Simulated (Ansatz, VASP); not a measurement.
# Two plane-wave programs on Sc

```
Sc
1.0
     2.98519    0.00000    0.00000
    -1.49260    2.58525    0.00000
     0.00000    0.00000    2.75911
Sc
1
Cartesian
  0.0000 0.0000 0.0000
```

Change from the starting cell: volume scaled by 0.84, PAW files.

Alike in both runs: task single point; functional PBE; k mesh 15 × 15 × 14; occupations fermi-dirac, width 0.1 eV; no spin polarisation.

```csv
,VASP,Ansatz
version,VASP 6.6.1,Ansatz 0.2.0
potentials or method,"VASP PAW PBE potentials, release 64 (Sc_sv)","PAW with Ansatz's default frozen-core files, scalar-relativistic"
plane-wave cutoff (eV),520,420
valence electrons in the cell,11,11
```

```csv
,VASP,Ansatz,Ansatz less VASP
pressure (GPa),9.8,9.7,-0.13
"traceless stress, the component that is largest in VASP (GPa)",-0.03,-0.05,-0.022
```
